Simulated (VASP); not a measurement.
A run of VASP 6.6.1:

File INCAR:

```
PREC = Accurate
ENCUT = 750
EDIFF = 1E-6
ISMEAR = 1
SIGMA = 0.1
LREAL = F
LASPH = T
NELM = 120
ALGO = Normal
ISIF = 2
LWAVE = F
LCHARG = F
GGA = PS
NBANDS = 19
GGA_COMPAT = F
```

File KPOINTS:

```
regular mesh
0
Gamma
  6 6 6
```

POSCAR

```
Li3In
1.0
    0.0000000000      3.2882474744      3.2882474744
    3.2882474744      0.0000000000      3.2882474744
    3.2882474744      3.2882474744      0.0000000000
In Li
1 3
Direct
    0.0000000000      0.0000000000      0.0000000000
    0.5000000000      0.5000000000      0.5000000000
    0.2500000000      0.2500000000      0.2500000000
    0.7500000000      0.7500000000      0.7500000000
```

Potentials or basis: VASP PAW PBE potentials, release 64 (In_d, Li_sv).

Launch:

```console
$ cat potpaw_PBE.64/In_d/POTCAR potpaw_PBE.64/Li_sv/POTCAR > POTCAR
$ mpirun -np 1 vasp_std > vasp.out
```

Hardware: 1 thread of Intel(R) Xeon(R) 6975P-C (Granite Rapids), on a shared host.

Q: How long does it take, and how much memory?

A: Wall time 20 s on 1 thread of Intel(R) Xeon(R) 6975P-C (Granite Rapids) (shared host), peak memory 0.26 GiB. Counts: scf iterations 11, k points 16.
